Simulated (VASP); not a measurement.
**Mg: single point with PBE**

Mg:

```
Mg
1.0
    -1.78985    1.78985    1.78985
     1.78985   -1.78985    1.78985
     1.78985    1.78985   -1.78985
Mg
1
Direct
  0.00000 0.00000 0.00000
```

This isn't the form of Mg at room conditions, which is hcp.

```
Program                 : VASP 6.6.1
Task                    : single point
Functional              : PBE
Potentials or basis     : VASP PAW PBE potentials, release 64 (Mg)
Cutoff                  : 520 eV
k mesh                  : 16 × 16 × 16
Occupations             : gaussian, width 0.1 eV
Spin                    : no spin polarisation
Dipole correction       : no
k mesh for the DOS      : 24 × 24 × 24
Occupations for the DOS : tetrahedron
Further INCAR settings  : ALGO = Fast; EDIFF = 1e-07; NBANDS = 7
```

| Property | Result |
| --- | --- |
| Valence electrons inside the program's atomic spheres | Mg 0.34 |

Levels at points of the mesh, in eV from the Fermi level:
| k point | band 1 | band 2 | band 3 | band 4 | band 5 |
| --- | --- | --- | --- | --- | --- |
| (0.00, 0.00, 0.00) | -6.98 | 12.99 | 12.99 | 12.99 | 15.00 |
| (0.50, 0.00, 0.00) | -1.52 | -0.95 | 8.59 | 9.30 | 10.17 |
| (0.50, 0.50, 0.50) | 3.82 | 3.82 | 3.82 | 3.97 | 3.97 |

Run time: 63 s on 1 thread of Intel Xeon 8259CL, with other jobs on the host, peak memory 0.2 GiB.
